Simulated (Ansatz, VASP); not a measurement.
**One calculation of BN, two programs**

```
CELL_PARAMETERS angstrom
-0.01074 1.75254 1.75254
1.75254 -0.01074 1.75254
1.75254 1.75254 -0.01074
ATOMIC_POSITIONS crystal
B 0.00000 0.00000 0.00000
N 0.50000 0.50000 0.50000
```

Change from the starting cell: epitaxial_111 strain +1.0%.

Alike in both runs: task single point; functional r2SCAN; k mesh 12 × 12 × 12; no spin polarisation.

|  | VASP | Ansatz |
| --- | --- | --- |
| version | VASP 6.6.1 | Ansatz 0.2.0 |
| potentials or method | VASP PAW PBE potentials, release 64 (B, N) | plane waves, PAW |
| plane-wave cutoff (eV) | 520 | 500 |
| occupations | gaussian, width 0.01 eV | fixed |
| valence electrons in the cell | 8 | 8 |

|  | VASP | Ansatz | Ansatz less VASP |
| --- | --- | --- | --- |
| gap on the k mesh at the Fermi level (eV) | 1.12 | 1.13 | +0.011 |
| pressure (GPa) | -7.5 | -7.8 | -0.31 |
| traceless stress, the component that is largest in VASP (GPa) | 3.92 | 3.92 | -0.003 |

VASP's potentials were made for PBE, not for r2SCAN.
